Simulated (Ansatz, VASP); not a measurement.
# Ru: VASP beside Ansatz

Contents of INCAR:

```
SYSTEM = Ru
PREC = Accurate
ENCUT = 520
EDIFF = 1E-7
ISMEAR = 0
SIGMA = 0.15
LREAL = .FALSE.
LASPH = .TRUE.
NELM = 60
ALGO = Fast
ISIF = 2
LWAVE = .FALSE.
LCHARG = .FALSE.
GGA = PE
NBANDS = 21
```

KPOINTS

```
regular mesh
0
G
  24 24 14
  0 0 0
```

Contents of POSCAR:

```
Ru
1.0
    2.5840238363      0.0000000000      0.0000000000
   -1.2920119181      2.2378302863      0.0000000000
    0.0000000000      0.0000000000      4.0819310217
Ru
2
Direct
    0.3333333333      0.6666666667      0.2500000000
    0.6666666667      0.3333333333      0.7500000000
```

Input for Ansatz:

```yaml
crystal:
  lattice:
    - [2.5840238363, 0.0, 0.0]
    - [-1.2920119181, 2.2378302863, 0.0]
    - [0.0, 0.0, 4.0819310217]
  atoms:
    - { symbol: Ru, position: [0.3333333333, 0.6666666667, 0.25] }
    - { symbol: Ru, position: [0.6666666667, 0.3333333333, 0.75] }
basis:
  ecutwfc: 420
kpoints:
  mp_grid: { grid: [24, 24, 14] }
hamiltonian:
  xc: pbe
scf:
  occupations: { method: gaussian, width: 0.15 }
output:
  forces: true
  stress: true
  eigenvalues: true
```

Change from the starting cell: strain -0.050 along x and y, -0.050 along z, atoms carried along.

Alike in both runs: task single point; functional PBE; k mesh 24 × 24 × 14; occupations gaussian, width 0.15 eV; no spin polarisation.

```csv
,VASP,Ansatz
version,VASP 6.6.1,Ansatz 0.2.0
potentials or method,"VASP PAW PBE potentials, release 64 (Ru_pv), cutoff 520 eV","scalar-relativistic, plane waves, PAW"
valence electrons in the cell,28,32
```

```csv
,VASP,Ansatz,Ansatz less VASP
gap on the k mesh at the Fermi level (eV),none,none,-
pressure (GPa),69.8,69.5,-0.28
"traceless stress, the component that is largest in VASP (GPa)",2.36,2.28,-0.072
```

A gap of «none» marks a metal or a gap that the smearing closes. Both programs put the cell under a high pressure, so it lies far from rest at this level. The functional is the same, so the differences come from potentials, cutoffs and numerics. VASP's potentials hold 28 valence electrons a cell and Ansatz's 32, so a difference there can come from the potentials and not from the codes.

Noted on VASP's run: the cell as given lies far from equilibrium.
